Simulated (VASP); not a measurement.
# Si4Mo3 (P-3m1) in VASP: relaxation of cell and atoms with PBE

Aim: the relaxation of cell and atoms of Si4Mo3 with PBE.

Program: VASP 6.6.1. These are calculated values, not measurements. Logs are shortened: lines on timing, memory, paths and dates and some standing lists are left out, and cuts for length are marked.

## 1. The cell of the first run

The structure is trigonal, space group P-3m1 (No. 164). The conventional cell has a = 4.274 Å, b = 4.274 Å, c = 7.951 Å, α = 90.00°, β = 90.00°, γ = 120.00°. Within 3.5 Å of Si (site symmetry 3m) lie 3 Si at 2.68 Å and 6 Mo at 2.87 Å. Si (site symmetry 3m) has 6 Si at 2.68 to 3.19 Å and 3 Mo at 3.21 Å within 3.5 Å. Mo (site symmetry 2/m) has 4 Mo at 2.14 Å within 2.8 Å.

## 2. Relaxation of cell and atoms, PBE

INCAR reads:

```
SYSTEM = Si4Mo3
PREC = Accurate
ENCUT = 600
EDIFF = 1E-6
ISMEAR = 0
SIGMA = 0.2
LREAL = .FALSE.
LASPH = .TRUE.
NELM = 100
ALGO = Normal
ISIF = 3
LWAVE = .FALSE.
LCHARG = .FALSE.
GGA = PE
IBRION = 2
NSW = 36
EDIFFG = -0.08
```

KPOINTS reads:

```
regular mesh
0
G
  4 4 2
  0 0 0
```

POSCAR reads:

```
Si4Mo3
1.0
    4.2743416400      0.0000000000      0.0000000000
   -2.1371708200      3.7016884500      0.0000000000
    0.0000000000      0.0000000000      7.9512700000
Si Mo
4 3
Direct
    0.0000000000      0.0000000000      0.7412927300
    0.0000000000      0.0000000000      0.2587072700
    0.3333333300      0.6666666700      0.1270093100
    0.6666666700      0.3333333300      0.8729906900
    0.5000000000      0.0000000000      0.5000000000
    0.0000000000      0.5000000000      0.5000000000
    0.5000000000      0.5000000000      0.5000000000
```

Potentials or basis: VASP PAW PBE potentials, release 64 (Si, Mo_sv).

The run is started by

```sh
cat potpaw_PBE.64/Si/POTCAR potpaw_PBE.64/Mo_sv/POTCAR > POTCAR
mpirun -np 1 vasp_std > vasp.out
```

OUTCAR:

```text
SYSTEM = Si4Mo3
   PREC = Accurate
   ENCUT = 600
   EDIFF = 1E-6
   ISMEAR = 0
   LREAL = .FALSE.
   LASPH = .TRUE.
   NELM = 100
   ISIF = 3
   GGA = PE
   IBRION = 2
   NSW = 36
   EDIFFG = -0.08

 ion  position               nearest neighbor table
   1  0.000  0.000  0.741-   4 2.68   4 2.68   4 2.68   5 2.87   5 2.87   6 2.87   6 2.87   7 2.87
                             7 2.87
   2  0.000  0.000  0.259-   3 2.68   3 2.68   3 2.68   5 2.87   5 2.87   6 2.87   6 2.87   7 2.87
                             7 2.87
   3  0.333  0.667  0.127-   2 2.68   2 2.68   2 2.68   6 3.21   5 3.21   7 3.21
   4  0.667  0.333  0.873-   1 2.68   1 2.68   1 2.68   6 3.21   5 3.21   7 3.21
   5  0.500  0.000  0.500-   6 2.14   7 2.14   7 2.14   6 2.14   1 2.87   1 2.87   2 2.87   2 2.87
                             3 3.21   4 3.21
   6  0.000  0.500  0.500-   7 2.14   7 2.14   5 2.14   5 2.14   1 2.87   2 2.87   1 2.87   2 2.87
                             3 3.21   4 3.21
   7  0.500  0.500  0.500-   6 2.14   6 2.14   5 2.14   5 2.14   1 2.87   2 2.87   1 2.87   2 2.87
                             3 3.21   4 3.21

  LATTYP: Found a hexagonal cell.
 ALAT       =     4.2743416400
 C/A-ratio  =     1.8602326790

  Lattice vectors:

 A1 = (   4.2743416400,   0.0000000000,   0.0000000000)
 A2 = (  -2.1371708200,   3.7016884500,   0.0000000000)
 A3 = (   0.0000000000,   0.0000000000,   7.9512700000)

Analysis of symmetry for initial positions (statically):
=====================================================================
 Subroutine PRICEL returns:
 Original cell was already a primitive cell.

 Routine SETGRP: Setting up the symmetry group for a
 hexagonal supercell.

 Subroutine GETGRP returns: Found 12 space group operations
 (whereof 12 operations were pure point group operations)
 out of a pool of 24 trial point group operations.

The static configuration has the point symmetry D_3d.

Analysis of symmetry for dynamics (positions and initial velocities):
=====================================================================
 Subroutine PRICEL returns:
 Original cell was already a primitive cell.

 Routine SETGRP: Setting up the symmetry group for a
 hexagonal supercell.

 Subroutine GETGRP returns: Found 12 space group operations
 (whereof 12 operations were pure point group operations)
 out of a pool of 24 trial point group operations.

The dynamic configuration has the point symmetry D_3d.

 Subroutine INISYM returns: Found 12 space group operations
 (whereof 12 operations are pure point group operations),
 and found     1 'primitive' translations

----------------------------------------------------------------------------------------

                                     Primitive cell

  volume of cell :     125.8072

  direct lattice vectors                    reciprocal lattice vectors
     4.274341640  0.000000000  0.000000000     0.233954158  0.135073496  0.000000000
    -2.137170820  3.701688450  0.000000000     0.000000000  0.270146992  0.000000000
     0.000000000  0.000000000  7.951270000     0.000000000  0.000000000  0.125766073

  length of vectors
     4.274341640  4.274341645  7.951270000     0.270146992  0.270146992  0.125766073

  position of ions in fractional coordinates (direct lattice)
     0.000000000  0.000000000  0.741292730
     0.000000000  0.000000000  0.258707270
     0.333333330  0.666666670  0.127009310
     0.666666670  0.333333330  0.872990690
     0.500000000  0.000000000  0.500000000
     0.000000000  0.500000000  0.500000000
     0.500000000  0.500000000  0.500000000

  ion indices of the primitive-cell ions
   primitive index   ion index
                 1           1
                 2           2
                 3           3
                 4           4
                 5           5
                 6           6
                 7           7

----------------------------------------------------------------------------------------

 KPOINTS: regular mesh

Automatic generation of k-mesh.
 Grid dimensions read from file:
 generate k-points for:    4    4    2

 Generating k-lattice:

  Cartesian coordinates                     Fractional coordinates (reciprocal lattice)
     0.058488540  0.033768374  0.000000000     0.250000000  0.000000000  0.000000000
     0.000000000  0.067536748  0.000000000     0.000000000  0.250000000  0.000000000
     0.000000000  0.000000000  0.062883036     0.000000000  0.000000000  0.500000000

  Length of vectors
     0.067536748  0.067536748  0.062883036

  Shift w.r.t. Gamma in fractional coordinates (k-lattice)
     0.000000000  0.000000000  0.000000000

 Subroutine IBZKPT returns following result:
 ===========================================

 Found      8 irreducible k-points:

 Following reciprocal coordinates:
            Coordinates               Weight
  0.000000  0.000000  0.000000      1.000000
  0.250000  0.000000  0.000000      6.000000
  0.500000  0.000000  0.000000      3.000000
  0.250000  0.250000  0.000000      6.000000
  0.000000  0.000000  0.500000      1.000000
  0.250000  0.000000  0.500000      6.000000
  0.500000  0.000000  0.500000      3.000000
  0.250000  0.250000  0.500000      6.000000
   k-points           NKPTS =      8   k-points in BZ     NKDIM =      8   number of bands    NBANDS=     34
   number of dos      NEDOS =    301   number of ions     NIONS =      7
   total plane-waves  NPLWV =  82944
   dimension x,y,z NGX =    36 NGY =   36 NGZ =   64
   dimension x,y,z NGXF=    72 NGYF=   72 NGZF=  128
   ions per type =               4   3
   NGX,Y,Z   is equivalent  to a cutoff of  14.00, 14.00, 13.38 a.u.
   NGXF,Y,Z  is equivalent  to a cutoff of  28.00, 28.00, 26.76 a.u.
 SYSTEM =  Si4Mo3
   PREC   = accura    normal or accurate (medium, high low for compatibility)
   ISTART =      0    job   : 0-new  1-cont  2-samecut
   ICHARG =      2    charge: 1-file 2-atom 10-const
   ISPIN  =      1    spin polarized calculation?
   LNONCOLLINEAR =      F non collinear calculations
   LSORBIT =      F    spin-orbit coupling
   LASPH  =      T    aspherical Exc in radial PAW
   ENCUT  =  600.0 eV  44.10 Ry    6.64 a.u.   8.54  8.54 15.88*2*pi/ulx,y,z
   NELM   =    100;   NELMIN=  2; NELMDL= -5     # of ELM steps
   EDIFF  = 0.1E-05   stopping-criterion for ELM
   LREAL  =      F    real-space projection
   EDIFFG = -.8E-01   stopping-criterion for IOM
   NSW    =     36    number of steps for IOM
   IBRION =      2    ionic relax: 0-MD 1-quasi-New 2-CG
   NFREE  =      1    steps in history (QN), initial steepest desc. (CG)
   ISIF   =      3    stress and relaxation
   ISYM   =      2    0-nonsym 1-usesym 2-fastsym
   POTIM  = 0.5000    time-step for ionic-motion
   TEBEG  =    0.0;   TEEND  =   0.0 temperature during run
   PSTRESS=    0.0 pullay stress
   NELECT =      58.0000    total number of electrons
   NUPDOWN=      -1.0000    fix difference up-down
   EMIN   =  10.00;   EMAX   =-10.00  energy-range for DOS
   EFERMI =   0.00;   METHOD = LEGACY
   ISMEAR =     0;   SIGMA  =   0.20  broadening in eV -4-tet -1-fermi 0-gaus
   EFERMI_NEDOS =   21; number of points for ismear=-14 and -15
   IALGO  =     38    algorithm
   IMIX   =      4    mixing-type and parameters
     AMIX     =   0.40;   BMIX     =  1.00
     AMIX_MAG =   1.60;   BMIX_MAG =  1.00
  volume/ion in A,a.u.               =      17.97       121.28
  Fermi-wavevector in a.u.,A,eV,Ry     =   1.264685  2.389908 21.761534  1.599428
  Thomas-Fermi vector in A             =   2.397977
   LORBIT       =      0    0 simple, 1 ext, 2 COOP (PROOUT), +10 PAW based schemes
   GGA     = PE    functional components
   LHFCALC =     F    Hartree Fock is set to
   AEXX    =    0.0000 exact exchange contribution
   IVDW    =     0    specifies the selected vdW correction
   LEPSILON=     F    determine dielectric tensor
   LRPA    =     F    only Hartree local field effects (RPA)
 conjugate gradient relaxation of ions
 non-spin polarized calculation
 Gauss-broadening in eV      SIGMA  =   0.20
  energy-cutoff  :      600.00
  volume of cell :      125.81
 maximum number of plane-waves:      4249
 NGX is ok and might be reduce to    36
   NGX = 17   NGY = 17   NGZ = 31

--------------------------------------- Ionic step        1  -------------------------------------------

 number of electron      58.0000005 magnetization

 Free energy of the ion-electron system (eV)
  ---------------------------------------------------
  ext. energy  EPLUGINS =         0.00000000
  ---------------------------------------------------
  free energy    TOTEN  =       -41.00879215 eV

  energy without entropy =      -40.92957827  energy(sigma->0) =      -40.96918521

------------------------ aborting loop because EDIFF is reached ----------------------------------------

  FORCE on cell =-STRESS in cart. coord.  units (eV):
  Direction    XX          YY          ZZ          XY          YZ          ZX
  --------------------------------------------------------------------------------------
  -------------------------------------------------------------------------------------
  Total       41.5447861     41.5447862     -7.1192070      0.0000000      0.0000000      0.0000000
  in kB      529.0802052    529.0802067    -90.6643618      0.0000000      0.0000000      0.0000000
  external PRESSURE =     322.4986833 kB  Pullay stress =       0.0000000 kB
[... 1016 lines left out ...]
     33      10.5090      0.00003
     34      11.0326      0.00000

[... ionic steps 4 to 16 ...]

--------------------------------------- Ionic step       17  -------------------------------------------

 number of electron      58.0000014 magnetization

------------------------ aborting loop because EDIFF is reached ----------------------------------------

  FORCE on cell =-STRESS in cart. coord.  units (eV):
  Direction    XX          YY          ZZ          XY          YZ          ZX
  --------------------------------------------------------------------------------------
  -------------------------------------------------------------------------------------
  Total        1.4287798      1.4287798      7.4215323      0.0000000      0.0000000      0.0000000
  in kB       22.1139808     22.1139809    114.8669814      0.0000000      0.0000000      0.0000000
  external PRESSURE =      53.0316477 kB  Pullay stress =       0.0000000 kB
[... 67 lines left out ...]
  energy  without entropy=      -54.0422966599  energy(sigma->0) =      -54.08180818

--------------------------------------- Ionic step       19  -------------------------------------------

 number of electron      58.0000015 magnetization

 Free energy of the ion-electron system (eV)
  ---------------------------------------------------
  ext. energy  EPLUGINS =         0.00000000
  ---------------------------------------------------
  free energy    TOTEN  =       -54.12203532 eV

  energy without entropy =      -54.04285407  energy(sigma->0) =      -54.08244469

 E-fermi :  11.2125     XC(G=0): -12.0242

 val. band max:       11.2053779762   @ k =   0.2500   0.0000   0.5000
 cond. band min:      11.2939073192   @ k =   0.2500   0.0000   0.0000
 fundamental gap:      0.0885293430
 Fermi energy:        11.2124658617

 k-point     1 :       0.0000    0.0000    0.0000
  band No.  band energies     occupation
      1     -50.0898      2.00000
      2     -49.8032      2.00000
      3     -49.8032      2.00000
      4     -25.1902      2.00000
      5     -24.5790      2.00000
      6     -24.5790      2.00000
[... 319 lines left out ...]
  FREE ENERGIE OF THE ION-ELECTRON SYSTEM (eV)
  ---------------------------------------------------
  free  energy   TOTEN  =       -54.1220353166 eV

  energy  without entropy=      -54.0428540691  energy(sigma->0) =      -54.08244469

 reached required accuracy - stopping structural energy minimisation
```

It took 6.1 min on 1 thread of Intel Xeon Platinum 8559C (Emerald Rapids), shared host; peak memory 0.3 GiB.

Results:

```yaml
Free_energy: -54.1220 eV
Relaxed_volume: 15.20 Å³/atom
Relaxed_cell: a = 5.214 Å, b = 5.214 Å, c = 4.520 Å, α = 90.00°, β = 90.00°, γ = 120.00°
Space_group_after_relaxing_to_0.05_Å: P6/mmm (No. 191)
Energy_gained_by_relaxing: 1873.3 meV/atom
Ionic_steps: 19
Pressure_after_relaxing: -0.4 GPa
Largest_force_after_relaxing: 0.075 eV/Å
Band_gap_on_the_k_mesh: zero (band 29 reaches 12.16 eV, above the bottom of band 30 at 10.58 eV)
```

Forces in eV/Å, atoms in the order of the input:
```
Si   0.000  0.000 -0.071
Si   0.000  0.000  0.071
Si   0.000  0.000  0.075
Si   0.000  0.000 -0.075
Mo   0.000  0.000  0.000
Mo   0.000  0.000  0.000
Mo   0.000  0.000  0.000
```

Step by step:
| step | energy change (eV) | largest force (eV/Å) | pressure (GPa) | volume (Å³) |
| --- | --- | --- | --- | --- |
| 1 | 0.0000 | 0.7170 | 32.25 | 125.81 |
| 2 | -2.1776 | 1.8119 | -18.29 | 197.95 |
| 3 | -4.8961 | 1.2179 | -7.10 | 160.80 |
| 4 | -4.8977 | 1.2078 | -6.69 | 160.07 |
| 5 | -6.7849 | 0.9813 | -5.09 | 147.05 |
| 6 | -3.8586 | 13.3698 | 51.54 | 102.26 |
| 7 | -7.6806 | 0.9631 | -5.01 | 138.96 |
| 8 | -9.1836 | 2.6186 | 6.21 | 121.32 |
| 9 | -9.9426 | 3.9275 | -0.16 | 122.10 |
| 10 | -9.9427 | 3.9177 | -0.14 | 122.10 |
| 11 | -10.8899 | 2.8266 | -8.84 | 122.62 |
| 12 | -11.2595 | 1.5232 | -14.74 | 122.86 |
| 13 | -11.2913 | 1.9884 | -13.68 | 122.85 |
| 14 | -12.0993 | 1.6080 | -9.42 | 115.66 |
| 15 | -12.4324 | 2.8260 | -0.66 | 108.01 |
| 16 | -12.9937 | 0.1428 | 3.46 | 104.54 |
| 17 | -13.0246 | 0.6055 | 5.30 | 103.52 |
| 18 | -13.1125 | 0.0749 | 0.16 | 106.13 |
| 19 | -13.1132 | 0.0750 | -0.35 | 106.41 |

Final structure:
```
Si Mo
1.0
     5.21357    0.00000    0.00000
    -2.60679    4.51509    0.00000
     0.00000    0.00000    4.52042
Si Mo
4 3
Cartesian
  0.0000 0.0000 3.3860
  0.0000 0.0000 1.1344
  0.0000 3.0101 4.5120
  2.6068 1.5050 0.0084
  2.6068 0.0000 2.2602
  -1.3034 2.2575 2.2602
  1.3034 2.2575 2.2602
```

Caveat: the k points lie up to 0.69 Å⁻¹ apart in the final cell; the volume moved by over 15 % at a fixed basis, so the end points are rough; the relaxation stopped at a loose force limit of 0.08 eV/Å, so its end isn't a converged minimum.
